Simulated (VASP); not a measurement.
# TeAs (Pm-3m) in VASP: single point with LDA

Aim: the single point of TeAs with LDA.

Program: VASP 6.6.1. These are calculated values, not measurements. Logs are shortened: lines on timing, memory, paths and dates and some standing lists are left out, and cuts for length are marked.

### Step 1. The cell of the first run

The structure is cubic, space group Pm-3m (No. 221). The conventional cell has a = 3.739 Å, b = 3.739 Å, c = 3.739 Å, α = 90.00°, β = 90.00°, γ = 90.00°. Within 4.3 Å of Te (site symmetry m-3m) lie 8 As at 3.24 Å and 6 Te at 3.74 Å. Within 4.3 Å of As (site symmetry m-3m) lie 8 Te at 3.24 Å and 6 As at 3.74 Å.

### Step 2. Single point, LDA

INCAR reads:

```
PREC = Accurate ; ENCUT = 520
EDIFF = 1E-6 ; ISMEAR = 0
SIGMA = 0.15 ; LREAL = F
LASPH = T ; NELM = 60
ALGO = Normal ; ISIF = 2
LWAVE = F ; LCHARG = F
NBANDS = 12
```

KPOINTS reads:

```
regular mesh
0
Gamma
  16 16 16
```

POSCAR reads:

```
TeAs
1.0
   -1.2463420408      2.4926840816      2.4926840816
    2.4926840816     -1.2463420408      2.4926840816
    2.4926840816      2.4926840816     -1.2463420408
Te As
1 1
Direct
    0.5000000000      0.5000000000      0.5000000000
    0.0000000000      0.0000000000      0.0000000000
```

Potentials or basis: VASP PAW LDA potentials, release 64 (Te, As).

The run is started by

```console
cat potpaw_LDA.64/Te/POTCAR potpaw_LDA.64/As/POTCAR > POTCAR
mpirun -np 1 vasp_std > vasp.out
```

OUTCAR:

```text
PREC = Accurate
   ENCUT = 520
   EDIFF = 1E-6
   ISMEAR = 0
   LREAL = F
   LASPH = T
   NELM = 60
   ISIF = 2

 ion  position               nearest neighbor table
   1  0.500  0.500  0.500-   2 3.24   2 3.24   2 3.24   2 3.24   2 3.24   2 3.24   2 3.24   2 3.24

   2  0.000  0.000  0.000-   1 3.24   1 3.24   1 3.24   1 3.24   1 3.24   1 3.24   1 3.24   1 3.24

  LATTYP: Found a simple cubic cell.
 ALAT       =     3.7390261224

  Lattice vectors:

 A1 = (  -1.2463420408,   2.4926840816,   2.4926840816)
 A2 = (   2.4926840816,  -1.2463420408,   2.4926840816)
 A3 = (   2.4926840816,   2.4926840816,  -1.2463420408)

Analysis of symmetry for initial positions (statically):
=====================================================================
 Subroutine PRICEL returns:
 Original cell was already a primitive cell.

 Routine SETGRP: Setting up the symmetry group for a
 simple cubic supercell.

 Subroutine GETGRP returns: Found 48 space group operations
 (whereof 48 operations were pure point group operations)
 out of a pool of 48 trial point group operations.

The static configuration has the point symmetry O_h .

Analysis of symmetry for dynamics (positions and initial velocities):
=====================================================================
 Subroutine PRICEL returns:
 Original cell was already a primitive cell.

 Routine SETGRP: Setting up the symmetry group for a
 simple cubic supercell.

 Subroutine GETGRP returns: Found 48 space group operations
 (whereof 48 operations were pure point group operations)
 out of a pool of 48 trial point group operations.

The dynamic configuration has the point symmetry O_h .

 Subroutine INISYM returns: Found 48 space group operations
 (whereof 48 operations are pure point group operations),
 and found     1 'primitive' translations

----------------------------------------------------------------------------------------

                                     Primitive cell

  volume of cell :      52.2728

  direct lattice vectors                    reciprocal lattice vectors
    -1.246342041  2.492684082  2.492684082    -0.089149774  0.178299548  0.178299548
     2.492684082 -1.246342041  2.492684082     0.178299548 -0.089149774  0.178299548
     2.492684082  2.492684082 -1.246342041     0.178299548  0.178299548 -0.089149774

  length of vectors
     3.739026122  3.739026122  3.739026122     0.267449322  0.267449322  0.267449322

  position of ions in fractional coordinates (direct lattice)
     0.500000000  0.500000000  0.500000000
     0.000000000  0.000000000  0.000000000

  ion indices of the primitive-cell ions
   primitive index   ion index
                 1           1
                 2           2

----------------------------------------------------------------------------------------

 KPOINTS: regular mesh

Automatic generation of k-mesh.
 Grid dimensions read from file:
 generate k-points for:   16   16   16

 Generating k-lattice:

  Cartesian coordinates                     Fractional coordinates (reciprocal lattice)
    -0.005571861  0.011143722  0.011143722     0.062500000  0.000000000  0.000000000
     0.011143722 -0.005571861  0.011143722     0.000000000  0.062500000  0.000000000
     0.011143722  0.011143722 -0.005571861     0.000000000  0.000000000  0.062500000

  Length of vectors
     0.016715583  0.016715583  0.016715583

  Shift w.r.t. Gamma in fractional coordinates (k-lattice)
     0.000000000  0.000000000  0.000000000

 Subroutine IBZKPT returns following result:
 ===========================================

 Found    165 irreducible k-points:

 Following reciprocal coordinates:
            Coordinates               Weight
  0.000000  0.000000  0.000000      1.000000
  0.062500  0.000000  0.000000      6.000000
  0.125000  0.000000  0.000000      6.000000
  0.187500  0.000000  0.000000      6.000000
  0.250000  0.000000  0.000000      6.000000
  0.312500  0.000000  0.000000      6.000000
[... 16 lines left out ...]
  0.437500  0.125000  0.000000     24.000000
  0.500000  0.125000  0.000000     12.000000
 [... further k-points ...]
   k-points           NKPTS =    165   k-points in BZ     NKDIM =    165   number of bands    NBANDS=     12
   number of dos      NEDOS =    301   number of ions     NIONS =      2
   total plane-waves  NPLWV =  21952
   dimension x,y,z NGX =    28 NGY =   28 NGZ =   28
   dimension x,y,z NGXF=    56 NGYF=   56 NGZF=   56
   ions per type =               1   1
   NGX,Y,Z   is equivalent  to a cutoff of  12.45, 12.45, 12.45 a.u.
   NGXF,Y,Z  is equivalent  to a cutoff of  24.90, 24.90, 24.90 a.u.
 SYSTEM =  unknown system
   PREC   = accura    normal or accurate (medium, high low for compatibility)
   ISTART =      0    job   : 0-new  1-cont  2-samecut
   ICHARG =      2    charge: 1-file 2-atom 10-const
   ISPIN  =      1    spin polarized calculation?
   LNONCOLLINEAR =      F non collinear calculations
   LSORBIT =      F    spin-orbit coupling
   LASPH  =      T    aspherical Exc in radial PAW
   ENCUT  =  520.0 eV  38.22 Ry    6.18 a.u.   6.95  6.95  6.95*2*pi/ulx,y,z
   NELM   =     60;   NELMIN=  2; NELMDL= -5     # of ELM steps
   EDIFF  = 0.1E-05   stopping-criterion for ELM
   LREAL  =      F    real-space projection
   EDIFFG = 0.1E-04   stopping-criterion for IOM
   NSW    =      0    number of steps for IOM
   IBRION =     -1    ionic relax: 0-MD 1-quasi-New 2-CG
   NFREE  =      0    steps in history (QN), initial steepest desc. (CG)
   ISIF   =      2    stress and relaxation
   ISYM   =      2    0-nonsym 1-usesym 2-fastsym
   POTIM  = 0.5000    time-step for ionic-motion
   TEBEG  =    0.0;   TEEND  =   0.0 temperature during run
   PSTRESS=    0.0 pullay stress
   NELECT =      11.0000    total number of electrons
   NUPDOWN=      -1.0000    fix difference up-down
   EMIN   =  10.00;   EMAX   =-10.00  energy-range for DOS
   EFERMI =   0.00;   METHOD = LEGACY
   ISMEAR =     0;   SIGMA  =   0.15  broadening in eV -4-tet -1-fermi 0-gaus
   EFERMI_NEDOS =   21; number of points for ismear=-14 and -15
   IALGO  =     38    algorithm
   IMIX   =      4    mixing-type and parameters
     AMIX     =   0.40;   BMIX     =  1.00
     AMIX_MAG =   1.60;   BMIX_MAG =  1.00
  volume/ion in A,a.u.               =      26.14       176.38
  Fermi-wavevector in a.u.,A,eV,Ry     =   0.973749  1.840120 12.900881  0.948188
  Thomas-Fermi vector in A             =   2.104154
   LORBIT       =      0    0 simple, 1 ext, 2 COOP (PROOUT), +10 PAW based schemes
   GGA     = CA    functional components
   LHFCALC =     F    Hartree Fock is set to
   AEXX    =    0.0000 exact exchange contribution
   IVDW    =     0    specifies the selected vdW correction
   LEPSILON=     F    determine dielectric tensor
   LRPA    =     F    only Hartree local field effects (RPA)
 non-spin polarized calculation
 Gauss-broadening in eV      SIGMA  =   0.15
  energy-cutoff  :      520.00
  volume of cell :       52.27
 maximum number of plane-waves:      1427
 NGX is ok and might be reduce to    28
   NGX = 13   NGY = 13   NGZ = 13

 number of electron      11.0000002 magnetization

 Free energy of the ion-electron system (eV)
  ---------------------------------------------------
  ext. energy  EPLUGINS =         0.00000000
  ---------------------------------------------------
  free energy    TOTEN  =        -8.23272511 eV

  energy without entropy =       -8.21715350  energy(sigma->0) =       -8.22493930

 E-fermi :   6.1090     XC(G=0): -10.1097

 val. band max:        6.1034785965   @ k =   0.5000   0.1875   0.0000
 cond. band min:       6.1098899296   @ k =   0.5000   0.3750   0.3125
 fundamental gap:      0.0064113331
 Fermi energy:         6.1090372268

 k-point     1 :       0.0000    0.0000    0.0000
  band No.  band energies     occupation
      1      -7.5530      2.00000
      2      -2.1259      2.00000
      3       3.7126      2.00000
      4       3.7126      2.00000
      5       3.7126      2.00000
      6       9.6412      0.00000
      7       9.6412      0.00000
      8       9.6425      0.00000
      9       9.6425      0.00000
     10       9.6425      0.00000
     11      16.3901      0.00000
     12      16.9642      0.00000

 k-point     2 :       0.0625    0.0000    0.0000
  band No.  band energies     occupation
      1      -7.5164      2.00000
      2      -2.1936      2.00000
      3       3.6519      2.00000
      4       3.7513      2.00000
      5       3.7513      2.00000
      6       9.4418      0.00000
      7       9.5514      0.00000
      8       9.5514      0.00000
      9       9.6797      0.00000
     10       9.8862      0.00000
     11      16.5862      0.00000
     12      16.8759      0.00000

 k-point     3 :       0.1250    0.0000    0.0000
  band No.  band energies     occupation
      1      -7.4068      2.00000
      2      -2.3953      2.00000
      3       3.5218      2.00000
      4       3.8670      2.00000
      5       3.8670      2.00000
      6       8.9298      0.00000
      7       9.2883      0.00000
      8       9.2883      0.00000
      9       9.7954      0.00000
     10      10.5507      0.00000
     11      16.7235      0.00000
     12      16.7236      0.00000
[... 286 lines left out ...]
 k-point    23 :       0.4375    0.1250    0.0000
  band No.  band energies     occupation
      1      -5.7515      2.00000
      2      -4.6180      2.00000
      3       3.1575      2.00000
      4       4.2281      2.00000
      5       5.6240      2.00000
      6       6.3272      0.03971
      7       6.6996      0.00000
      8       7.3850      0.00000
      9      12.1812      0.00000
     10      13.3034      0.00000
     11      16.1263      0.00000
     12      16.3622      0.00000

 k-point    24 :       0.5000    0.1250    0.0000
  band No.  band energies     occupation
      1      -5.4754      2.00000
      2      -4.9245      2.00000
      3       3.4489      2.00000
      4       3.8440      2.00000
      5       5.9911      1.73373
      6       6.2979      0.07491
      7       6.7917      0.00000
      8       6.8806      0.00000
      9      12.6204      0.00000
     10      12.8227      0.00000
     11      16.5149      0.00000
     12      16.6795      0.00000

 [... further k-points ...]

------------------------ aborting loop because EDIFF is reached ----------------------------------------

  FORCE on cell =-STRESS in cart. coord.  units (eV):
  Direction    XX          YY          ZZ          XY          YZ          ZX
  --------------------------------------------------------------------------------------
  -------------------------------------------------------------------------------------
  Total       -3.0639418     -3.0639418     -3.0639418     -0.0000000      0.0000000      0.0000000
  in kB      -93.9108116    -93.9108116    -93.9108116     -0.0000000      0.0000000      0.0000000
  external PRESSURE =     -93.9108116 kB  Pullay stress =       0.0000000 kB

 VOLUME and BASIS-vectors are now :
 -----------------------------------------------------------------------------
  energy-cutoff  :      520.00
  volume of cell :       52.27
      direct lattice vectors                 reciprocal lattice vectors
    -1.246342041  2.492684082  2.492684082    -0.089149774  0.178299548  0.178299548
     2.492684082 -1.246342041  2.492684082     0.178299548 -0.089149774  0.178299548
     2.492684082  2.492684082 -1.246342041     0.178299548  0.178299548 -0.089149774

 POSITION                                       TOTAL-FORCE (eV/Angst)
 -----------------------------------------------------------------------------------
      1.86951      1.86951      1.86951         0.000000     -0.000000     -0.000000
      0.00000      0.00000      0.00000        -0.000000      0.000000      0.000000
 -----------------------------------------------------------------------------------
    total drift:                                0.000000      0.000000      0.000000

  FREE ENERGIE OF THE ION-ELECTRON SYSTEM (eV)
  ---------------------------------------------------
  free  energy   TOTEN  =        -8.2327251101 eV

  energy  without entropy=       -8.2171534951  energy(sigma->0) =       -8.22493930
```

Run time: 76 s. Hardware: 1 thread of AMD EPYC 7R13, shared host; peak memory 0.2 GiB.

What came out:

- Free energy: -8.2327 eV
- Pressure: -9.4 GPa
- Band gap on the k mesh: zero (an odd number of electrons rules out a gap without spin polarisation)

Caveat: the cell stands under tension; spin-orbit coupling is left out, which moves the levels of the heavy elements.
